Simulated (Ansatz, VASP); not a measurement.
HfB2: VASP beside Ansatz

The input INCAR:

```
SYSTEM = HfB2
PREC     = Accurate       ! precision mode
ENCUT    = 520            ! plane-wave cutoff, eV
EDIFF    = 1E-8           ! SCF threshold, eV
ISMEAR   = -1             ! smearing method
SIGMA    = 0.05           ! smearing width, eV
LREAL    = .False.        ! projectors in reciprocal space
LASPH    = .True.         ! aspherical terms in the spheres
NELM     = 100            ! most SCF steps
ALGO     = Normal         ! electronic algorithm
ISIF     = 2              ! what is computed and relaxed
LWAVE    = .False.        ! write WAVECAR
LCHARG   = .False.        ! write CHGCAR
GGA      = PS             ! functional
LEFG     = .True.       
NBANDS   = 15             ! bands
```

KPOINTS

```
regular mesh
0
Gamma
  13 13 11
  0 0 0
```

POSCAR

```
HfB2
1.0
    3.1714001015      0.0000000000      0.0000000000
   -1.5857000508      2.7465130534      0.0000000000
    0.0000000000      0.0000000000      3.4800000000
Hf B
1 2
Direct
    0.0000000000      0.0000000000      0.0000000000
    0.3333333333      0.6666666667      0.5000000000
    0.6666666667      0.3333333333      0.5000000000
```

Input for Ansatz:

```yaml
crystal:
  lattice:
    - [3.1714001015, 0.0, 0.0]
    - [-1.5857000508, 2.7465130534, 0.0]
    - [0.0, 0.0, 3.48]
  atoms:
    - { symbol: Hf, position: [0.0, 0.0, 0.0] }
    - { symbol: B, position: [0.3333333333, 0.6666666667, 0.5] }
    - { symbol: B, position: [0.6666666667, 0.3333333333, 0.5] }
kpoints:
  mp_grid: { grid: [13, 13, 11] }
scf:
  occupations: { method: fermi_dirac, width: 0.05 }
hamiltonian:
  xc: pbesol
  pseudopotentials: { kind: paw }
output:
  forces: true
  stress: true
  eigenvalues: true
  efg: { contact_densities: true }
  write_density: true
  write_potential: true
  elf: true
  volumetric_format: npy
```

Change from the starting cell: equal xx and yy strain of +1 %, PAW files.

Alike in both runs: task electric field gradients; functional PBEsol; k mesh 13 × 13 × 11; occupations fermi-dirac, width 0.05 eV; no spin polarisation.

|  | VASP | Ansatz |
| --- | --- | --- |
| version | VASP 6.6.1 | Ansatz 0.2.0 |
| potentials or method | VASP PAW PBE potentials, release 64 (Hf_pv, B) | PAW with Ansatz's default frozen-core files, scalar-relativistic |
| plane-wave cutoff (eV) | 520 | 420 |
| valence electrons in the cell | 16 | 32 |

|  | VASP | Ansatz | Ansatz less VASP |
| --- | --- | --- | --- |
| pressure (GPa) | -9.4 | -9.3 | +0.16 |
| traceless stress, the component that is largest in VASP (GPa) | 1.91 | 1.77 | -0.146 |
| size of Vzz on the site where it differs most (V/Å²) | 76.0 | 102.5 | +26.58 |

VASP's potentials were made for PBE, not for PBEsol. With one functional, cell and mesh, what is left measures potentials, basis and numerics. VASP's potentials hold 16 valence electrons a cell and Ansatz's 32, so a difference there can come from the potentials and not from the codes.

Neither program's run includes spin-orbit coupling.
